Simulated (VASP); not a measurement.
# InSe (R3m) in VASP: further runs

Aim: see how the results for InSe move with the level of theory and the settings. Levels: PBE, PBE+D3(BJ), RPBE. Tasks: single point.

All numbers are computed with VASP 6.6.1; they aren't measurements. Logs are shortened: lines on timing, memory, paths and dates and some standing lists are left out, and cuts for length are marked.

**Experimental background.**

From “The Interaction of Hydrogen with the van der Waals Crystal γ-InSe”, 2020, pmc:7321205, for a bulk crystal of InSe at 300 K: band gap 1.25 eV.

The results are compared with them further down.

**1. The cell of the first run**

It takes space group R3m (No. 160, trigonal). The conventional cell has a = 4.078 Å, b = 4.078 Å, c = 25.817 Å, α = 90.00°, β = 90.00°, γ = 120.00°. In (site symmetry 3m) has 3 Se at 2.69 Å and 1 In at 2.88 Å within 3.5 Å. Within 3.5 Å of In (site symmetry 3m) lie 3 Se at 2.69 Å and 1 In at 2.88 Å. Within 3.5 Å of Se (site symmetry 3m) lie 3 In at 2.69 Å. Within 3.5 Å of Se (site symmetry 3m) lie 3 In at 2.69 Å.

**2. Single point, PBE (30.99 Å³/atom)**

File INCAR:

```
  ALGO = Normal
  EDIFF = 1E-6
  ENCUT = 520
  GGA = PE
  ISIF = 2
  ISMEAR = -1
  LASPH = T
  LCHARG = F
  LREAL = F
  LWAVE = F
  NBANDS = 27
  NELM = 80
  PREC = Accurate
  SIGMA = 0.05
```

File KPOINTS:

```
k-points
0
Gamma
  8 8 8
```

File POSCAR:

```
InSe
1.0
    2.0392256448      1.1773474750      8.6055322212
   -2.0392256448      1.1773474750      8.6055322212
    0.0000000000     -2.3546949500      8.6055322212
In Se
2 2
Direct
    0.8886000000      0.8886000000      0.8886000000
    0.0000000000      0.0000000000      0.0000000000
    0.1719000000      0.1719000000      0.1719000000
    0.3835000000      0.3835000000      0.3835000000
```

Potentials or basis: VASP PAW PBE potentials, release 64 (In_d, Se).

The run is started by

```sh
$ cat potpaw_PBE.64/In_d/POTCAR potpaw_PBE.64/Se/POTCAR > POTCAR
$ mpirun -np 1 vasp_std > vasp.out
```

OUTCAR:

```text
EDIFF = 1E-6
   ENCUT = 520
   GGA = PE
   ISIF = 2
   ISMEAR = -1
   LASPH = T
   LREAL = F
   NELM = 80
   PREC = Accurate

 ion  position               nearest neighbor table
   1  0.889  0.889  0.889-   3 2.69   3 2.69   3 2.69   2 2.88
   2  0.000  0.000  0.000-   4 2.69   4 2.69   4 2.69   1 2.88
   3  0.172  0.172  0.172-   1 2.69   1 2.69   1 2.69
   4  0.383  0.383  0.383-   2 2.69   2 2.69   2 2.69

  LATTYP: Found a trigonal (rhomboedric) cell.
 ALAT       =     8.9218704943
 COS(alpha) =     0.8955162542

  Lattice vectors:

 A1 = (   2.0392256448,   1.1773474750,   8.6055322212)
 A2 = (  -2.0392256448,   1.1773474750,   8.6055322212)
 A3 = (   0.0000000000,  -2.3546949500,   8.6055322212)

Analysis of symmetry for initial positions (statically):
=====================================================================
 Subroutine PRICEL returns:
 Original cell was already a primitive cell.

 Routine SETGRP: Setting up the symmetry group for a
 trigonal (rhombohedral) supercell.

 Subroutine GETGRP returns: Found  6 space group operations
 (whereof  6 operations were pure point group operations)
 out of a pool of 12 trial point group operations.

The static configuration has the point symmetry C_3v.

Analysis of symmetry for dynamics (positions and initial velocities):
=====================================================================
 Subroutine PRICEL returns:
 Original cell was already a primitive cell.

 Routine SETGRP: Setting up the symmetry group for a
 trigonal (rhombohedral) supercell.

 Subroutine GETGRP returns: Found  6 space group operations
 (whereof  6 operations were pure point group operations)
 out of a pool of 12 trial point group operations.

The dynamic configuration has the point symmetry C_3v.

 Subroutine INISYM returns: Found  6 space group operations
 (whereof  6 operations are pure point group operations),
 and found     1 'primitive' translations

----------------------------------------------------------------------------------------

                                     Primitive cell

  volume of cell :     123.9650

  direct lattice vectors                    reciprocal lattice vectors
     2.039225645  1.177347475  8.605532221     0.245191110  0.141561154  0.038734773
    -2.039225645  1.177347475  8.605532221    -0.245191110  0.141561154  0.038734773
     0.000000000 -2.354694950  8.605532221     0.000000000 -0.283122307  0.038734773

  length of vectors
     8.921870494  8.921870494  8.921870494     0.285759730  0.285759730  0.285759730

  position of ions in fractional coordinates (direct lattice)
     0.888600000  0.888600000  0.888600000
     0.000000000  0.000000000  0.000000000
     0.171900000  0.171900000  0.171900000
     0.383500000  0.383500000  0.383500000

  ion indices of the primitive-cell ions
   primitive index   ion index
                 1           1
                 2           2
                 3           3
                 4           4

----------------------------------------------------------------------------------------

 KPOINTS: k-points

Automatic generation of k-mesh.
 Grid dimensions read from file:
 generate k-points for:    8    8    8

 Generating k-lattice:

  Cartesian coordinates                     Fractional coordinates (reciprocal lattice)
     0.030648889  0.017695144  0.004841847     0.125000000 -0.000000000  0.000000000
    -0.030648889  0.017695144  0.004841847    -0.000000000  0.125000000  0.000000000
     0.000000000 -0.035390288  0.004841847     0.000000000  0.000000000  0.125000000

  Length of vectors
     0.035719966  0.035719966  0.035719966

  Shift w.r.t. Gamma in fractional coordinates (k-lattice)
     0.000000000  0.000000000  0.000000000

 Subroutine IBZKPT returns following result:
 ===========================================

 Found     65 irreducible k-points:

 Following reciprocal coordinates:
            Coordinates               Weight
  0.000000  0.000000  0.000000      1.000000
  0.125000 -0.000000  0.000000      6.000000
  0.250000 -0.000000  0.000000      6.000000
  0.375000 -0.000000 -0.000000      6.000000
  0.500000 -0.000000  0.000000      3.000000
  0.125000  0.125000  0.000000      6.000000
[... 16 lines left out ...]
  0.250000  0.125000  0.125000      6.000000
  0.375000  0.125000  0.125000      6.000000
 [... further k-points ...]
   k-points           NKPTS =     65   k-points in BZ     NKDIM =     65   number of bands    NBANDS=     27
   number of dos      NEDOS =    301   number of ions     NIONS =      4
   total plane-waves  NPLWV = 343000
   dimension x,y,z NGX =    70 NGY =   70 NGZ =   70
   dimension x,y,z NGXF=   140 NGYF=  140 NGZF=  140
   ions per type =               2   2
   NGX,Y,Z   is equivalent  to a cutoff of  13.04, 13.04, 13.04 a.u.
   NGXF,Y,Z  is equivalent  to a cutoff of  26.09, 26.09, 26.09 a.u.
 SYSTEM =  unknown system
   PREC   = accura    normal or accurate (medium, high low for compatibility)
   ISTART =      0    job   : 0-new  1-cont  2-samecut
   ICHARG =      2    charge: 1-file 2-atom 10-const
   ISPIN  =      1    spin polarized calculation?
   LNONCOLLINEAR =      F non collinear calculations
   LSORBIT =      F    spin-orbit coupling
   LASPH  =      T    aspherical Exc in radial PAW
   ENCUT  =  520.0 eV  38.22 Ry    6.18 a.u.  16.59 16.59 16.59*2*pi/ulx,y,z
   NELM   =     80;   NELMIN=  2; NELMDL= -5     # of ELM steps
   EDIFF  = 0.1E-05   stopping-criterion for ELM
   LREAL  =      F    real-space projection
   EDIFFG = 0.1E-04   stopping-criterion for IOM
   NSW    =      0    number of steps for IOM
   IBRION =     -1    ionic relax: 0-MD 1-quasi-New 2-CG
   NFREE  =      0    steps in history (QN), initial steepest desc. (CG)
   ISIF   =      2    stress and relaxation
   ISYM   =      2    0-nonsym 1-usesym 2-fastsym
   POTIM  = 0.5000    time-step for ionic-motion
   TEBEG  =    0.0;   TEEND  =   0.0 temperature during run
   PSTRESS=    0.0 pullay stress
   NELECT =      38.0000    total number of electrons
   NUPDOWN=      -1.0000    fix difference up-down
   EMIN   =  10.00;   EMAX   =-10.00  energy-range for DOS
   EFERMI =   0.00;   METHOD = LEGACY
   ISMEAR =    -1;   SIGMA  =   0.05  broadening in eV -4-tet -1-fermi 0-gaus
   EFERMI_NEDOS =   21; number of points for ismear=-14 and -15
   IALGO  =     38    algorithm
   IMIX   =      4    mixing-type and parameters
     AMIX     =   0.40;   BMIX     =  1.00
     AMIX_MAG =   1.60;   BMIX_MAG =  1.00
  volume/ion in A,a.u.               =      30.99       209.14
  Fermi-wavevector in a.u.,A,eV,Ry     =   1.103832  2.085940 16.577957  1.218446
  Thomas-Fermi vector in A             =   2.240296
   LORBIT       =      0    0 simple, 1 ext, 2 COOP (PROOUT), +10 PAW based schemes
   GGA     = PE    functional components
   LHFCALC =     F    Hartree Fock is set to
   AEXX    =    0.0000 exact exchange contribution
   IVDW    =     0    specifies the selected vdW correction
   LEPSILON=     F    determine dielectric tensor
   LRPA    =     F    only Hartree local field effects (RPA)
 non-spin polarized calculation
  energy-cutoff  :      520.00
  volume of cell :      123.96
 maximum number of plane-waves:      3363
 NGX is ok and might be reduce to    70
   NGX = 33   NGY = 33   NGZ = 33

 number of electron      38.0000000 magnetization

 Free energy of the ion-electron system (eV)
  ---------------------------------------------------
  ext. energy  EPLUGINS =         0.00000000
  ---------------------------------------------------
  free energy    TOTEN  =       -14.19404266 eV

  energy without entropy =      -14.19391802  energy(sigma->0) =      -14.19398034

 E-fermi :   3.6876     XC(G=0):  -8.6473

 val. band max:        3.5302052027   @ k =   0.5000   0.5000   0.5000
 cond. band min:       3.8160530249   @ k =   0.5000   0.5000   0.5000
 fundamental gap:      0.2858478222
 Fermi energy:         3.6875598840

 k-point     1 :       0.0000    0.0000    0.0000
  band No.  band energies     occupation
      1     -11.1139      2.00000
      2     -10.9703      2.00000
      3     -10.9703      2.00000
      4     -10.9095      2.00000
      5     -10.9095      2.00000
      6     -10.8920      2.00000
[... 19 lines left out ...]
     26       8.9308      0.00000
     27      10.8623      0.00000

 k-point     2 :       0.1250   -0.0000    0.0000
  band No.  band energies     occupation
      1     -11.1160      2.00000
      2     -11.0123      2.00000
      3     -10.9673      2.00000
      4     -10.9552      2.00000
      5     -10.9003      2.00000
      6     -10.8953      2.00000
[... 19 lines left out ...]
     26       9.2424      0.00000
     27      10.6548      0.00000

 k-point     3 :       0.2500   -0.0000    0.0000
  band No.  band energies     occupation
      1     -11.1520      2.00000
      2     -11.0601      2.00000
      3     -11.0475      2.00000
      4     -10.9634      2.00000
      5     -10.9030      2.00000
      6     -10.8779      2.00000
[... 19 lines left out ...]
     26       9.8992      0.00000
     27      10.1311      0.00000

 k-point     4 :       0.3750   -0.0000   -0.0000
  band No.  band energies     occupation
      1     -11.2143      2.00000
      2     -11.1233      2.00000
      3     -11.0619      2.00000
      4     -10.9629      2.00000
      5     -10.9105      2.00000
      6     -10.8558      2.00000
[... 19 lines left out ...]
     26      10.0747      0.00000
     27      10.5685      0.00000

 k-point     5 :       0.5000   -0.0000    0.0000
  band No.  band energies     occupation
      1     -11.2396      2.00000
      2     -11.1511      2.00000
      3     -11.0599      2.00000
      4     -10.9634      2.00000
      5     -10.9135      2.00000
      6     -10.8468      2.00000
[... 19 lines left out ...]
     26       9.9262      0.00000
     27      10.3811      0.00000

 k-point     6 :       0.1250    0.1250    0.0000
  band No.  band energies     occupation
      1     -11.1160      2.00000
      2     -11.0121      2.00000
      3     -10.9673      2.00000
      4     -10.9555      2.00000
      5     -10.9002      2.00000
      6     -10.8953      2.00000
[... 444 lines left out ...]
      1     -11.2345      2.00000
      2     -11.1568      2.00000
      3     -11.0591      2.00000
      4     -10.9637      2.00000
      5     -10.9134      2.00000
      6     -10.8466      2.00000
[... 19 lines left out ...]
     26      10.4971      0.00000
     27      11.1875      0.00000

 k-point    22 :       0.1250    0.1250    0.1250
  band No.  band energies     occupation
      1     -11.1139      2.00000
      2     -10.9703      2.00000
      3     -10.9703      2.00000
      4     -10.9095      2.00000
      5     -10.9095      2.00000
      6     -10.8920      2.00000
[... 19 lines left out ...]
     26       8.9476      0.00000
     27      10.9249      0.00000

 k-point    23 :       0.2500    0.1250    0.1250
  band No.  band energies     occupation
      1     -11.1159      2.00000
      2     -11.0115      2.00000
      3     -10.9673      2.00000
      4     -10.9562      2.00000
      5     -10.9002      2.00000
      6     -10.8953      2.00000
[... 19 lines left out ...]
     26       9.3010      0.00000
     27      10.6936      0.00000

 k-point    24 :       0.3750    0.1250    0.1250
  band No.  band energies     occupation
      1     -11.1507      2.00000
      2     -11.0597      2.00000
      3     -11.0493      2.00000
      4     -10.9634      2.00000
      5     -10.9030      2.00000
      6     -10.8779      2.00000
[... 19 lines left out ...]
     26       9.9164      0.00000
     27      10.2935      0.00000

 [... further k-points ...]

------------------------ aborting loop because EDIFF is reached ----------------------------------------

  FORCE on cell =-STRESS in cart. coord.  units (eV):
  Direction    XX          YY          ZZ          XY          YZ          ZX
  --------------------------------------------------------------------------------------
  -------------------------------------------------------------------------------------
  Total        0.1519673      0.1519673     -0.5188670      0.0000000      0.0000000      0.0000000
  in kB        1.9640923      1.9640923     -6.7060636      0.0000000      0.0000000      0.0000000
  external PRESSURE =      -0.9259596 kB  Pullay stress =       0.0000000 kB

 VOLUME and BASIS-vectors are now :
 -----------------------------------------------------------------------------
  energy-cutoff  :      520.00
  volume of cell :      123.96
      direct lattice vectors                 reciprocal lattice vectors
     2.039225645  1.177347475  8.605532221     0.245191110  0.141561154  0.038734773
    -2.039225645  1.177347475  8.605532221    -0.245191110  0.141561154  0.038734773
     0.000000000 -2.354694950  8.605532221     0.000000000 -0.283122307  0.038734773

 POSITION                                       TOTAL-FORCE (eV/Angst)
 -----------------------------------------------------------------------------------
      0.00000      0.00000     22.94063         0.000000     -0.000000      0.148655
      0.00000      0.00000      0.00000         0.000000      0.000000     -0.132241
      0.00000      0.00000      4.43787         0.000000      0.000000      0.145007
      0.00000      0.00000      9.90066         0.000000      0.000000     -0.161422
 -----------------------------------------------------------------------------------
    total drift:                               -0.000000      0.000000      0.000390

  FREE ENERGIE OF THE ION-ELECTRON SYSTEM (eV)
  ---------------------------------------------------
  free  energy   TOTEN  =       -14.1940426554 eV

  energy  without entropy=      -14.1939180230  energy(sigma->0) =      -14.19398034
```

It took 13 min on 1 thread of Intel Xeon Platinum 8559C (Emerald Rapids), shared host; peak memory 0.72 GiB.

What came out:

- Free energy: -14.1940 eV
- Pressure: -0.1 GPa
- Largest force: 0.161 eV/Å
- Band gap on the k mesh: 0.29 eV

Forces in eV/Å, atoms in the order of the input:
```
In   0.000  0.000  0.149
In   0.000  0.000 -0.132
Se   0.000  0.000  0.145
Se   0.000  0.000 -0.161
```

Caveat: spin-orbit coupling is left out, which moves the levels of the heavy elements. A k mesh can miss the band edges.

**3. Single point, PBE+D3(BJ)**

This run uses another cell than the first one, of 29.32 Å³/atom.

File INCAR:

```
PREC = Accurate ; ENCUT = 520
EDIFF = 1E-7 ; ISMEAR = -1
SIGMA = 0.05 ; LREAL = False
LASPH = True ; NELM = 100
ALGO = Normal ; ISIF = 2
LWAVE = False ; LCHARG = False
GGA = PE ; IVDW = 12
NBANDS = 27
```

File KPOINTS:

```
Automatic mesh
0
Gamma
  8 8 8
```

File POSCAR:

```
InSe
1.0
    2.0194842292      1.1659497634      8.3018512825
   -2.0194842292      1.1659497634      8.3018512825
    0.0000000000     -2.3318995267      8.3018512825
In Se
2 2
Direct
    0.8882528813      0.8882528813      0.8882528813
    0.0003728693      0.0003728693      0.0003728693
    0.1701785844      0.1701785844      0.1701785844
    0.3851956649      0.3851956649      0.3851956649
```

Potentials or basis: VASP PAW PBE potentials, release 64 (In_d, Se).

The run is started by

```sh
$ cat potpaw_PBE.64/In_d/POTCAR potpaw_PBE.64/Se/POTCAR > POTCAR
$ mpirun -np 1 vasp_std > vasp.out
```

Wall time 19 min (1 thread of AMD EPYC 7R13 (Zen 3), shared host); peak memory 0.58 GiB.

It converged, with:

* Free energy: -15.3541 eV
* Pressure: 0.0 GPa
* Largest force: 0.020 eV/Å
* Band gap on the k mesh: 0.28 eV
* Dispersion energy per atom: -0.299 eV

Forces in eV/Å, atoms in the order of the input:
```
In   0.000  0.000  0.012
In   0.000  0.000 -0.012
Se   0.000  0.000 -0.020
Se   0.000  0.000  0.020
```

Levels at points of the mesh, in eV from the valence-band top:
```
           k point  band 15  band 16  band 17  band 18  band 19  band 20  band 21  band 22  band 23  band 24
(0.00, 0.00, 0.00)    -1.60    -1.40    -1.40    -1.26    -1.26     1.66     1.99     4.22     4.22     5.10
(0.50, 0.00, 0.00)    -3.50    -2.44    -2.40    -2.23    -1.68     1.09     1.91     3.65     3.95     4.64
(0.50, 0.50, 0.00)    -3.25    -2.68    -2.56    -2.03    -1.53     1.06     1.93     3.28     3.50     4.18
(0.50, 0.50, 0.50)    -1.47    -1.47    -1.18    -1.18     0.00     0.28     2.06     4.12     4.12     5.51
```

Caveat: spin-orbit coupling is left out, which moves the levels of the heavy elements.

**4. Single point, RPBE**

This run uses another cell than the first one, of 29.24 Å³/atom.

File INCAR:

```
PREC = Accurate ; ENCUT = 520
EDIFF = 1E-6 ; ISMEAR = 0
SIGMA = 0.05 ; LREAL = False
LASPH = True ; NELM = 80
ALGO = Normal ; ISIF = 2
LWAVE = False ; LCHARG = False
GGA = RP ; NBANDS = 27
```

KPOINTS is that of step 3.

File POSCAR:

```
InSe
1.0
    2.0000000000      1.1547005384      8.4400000000
   -2.0000000000      1.1547005384      8.4400000000
    0.0000000000     -2.3094010768      8.4400000000
In Se
2 2
Direct
    0.8886000000      0.8886000000      0.8886000000
    0.0000000000      0.0000000000      0.0000000000
    0.1719000000      0.1719000000      0.1719000000
    0.3835000000      0.3835000000      0.3835000000
```

The run is started by

```sh
$ cat potpaw_PBE.64/In_d/POTCAR potpaw_PBE.64/Se/POTCAR > POTCAR
$ mpirun -np 1 vasp_std > vasp.out
```

It took 19 min on 1 thread of AMD EPYC 7R43 (Zen 3), shared host; peak memory 0.68 GiB.

It converged, with:

* Free energy: -12.7871 eV
* Pressure: 4.6 GPa
* Largest force: 0.416 eV/Å
* Band gap on the k mesh: 0.56 eV

Forces on the atoms (eV/Å):
```
In   0.000  0.000  0.416
In   0.000  0.000 -0.401
Se   0.000  0.000 -0.334
Se   0.000  0.000  0.318
```

Stress tensor (GPa, compression positive):
```
4.94 0.00 0.00
0.00 4.94 0.00
0.00 0.00 3.78
```

Levels at points of the mesh, in eV from the valence-band top:
```tsv
k point	band 16	band 17	band 18	band 19	band 20	band 21	band 22	band 23
(0.00, 0.00, 0.00)	-1.31	-1.31	-1.22	-1.22	1.76	2.21	4.44	4.44
(0.50, 0.00, 0.00)	-2.36	-2.34	-2.24	-1.65	1.31	2.03	3.73	4.05
(0.50, 0.50, 0.00)	-2.64	-2.49	-2.06	-1.48	1.29	2.04	3.39	3.69
(0.50, 0.50, 0.50)	-1.38	-1.15	-1.15	0.00	0.56	2.26	4.36	4.36
```

Caveat: the cell stands under pressure; the PAW data sets were made with another functional, which shifts forces and pressure a little; spin-orbit coupling is left out, which moves the levels of the heavy elements. A k mesh can miss the band edges.

(Continued in part 2 of 2.)
